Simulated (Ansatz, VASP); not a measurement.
**Two plane-wave programs on Pb**

```
CELL_PARAMETERS angstrom
0.00000 3.41592 3.41592
3.41592 0.00000 3.41592
3.41592 3.41592 0.00000
ATOMIC_POSITIONS crystal
Pb 0.25000 0.25000 0.25000
Pb 0.00000 0.00000 0.00000
```

Alike in both runs: task single point; functional HSE06; k mesh 4 × 4 × 4; occupations fermi-dirac, width 0.05 eV; no spin polarisation.

|  | VASP | Ansatz |
| --- | --- | --- |
| version | VASP 6.6.1 | Ansatz 0.2.0 |
| potentials or method | VASP PAW PBE potentials, release 64 (Pb_d) | Ansatz PAW |
| plane-wave cutoff (eV) | 520 | 420 |
| valence electrons in the cell | 28 | 28 |

```csv
,VASP,Ansatz,Ansatz less VASP
gap on the k mesh at the Fermi level (eV),none,none,-
pressure (GPa),2.3,2.3,+0.03
```

A gap of «none» marks a metal or a gap that the smearing closes. With one functional, cell and mesh, what is left measures potentials, basis and numerics.

The k mesh is coarse, so the values compare programs but aren't converged. Neither program's run includes spin-orbit coupling.
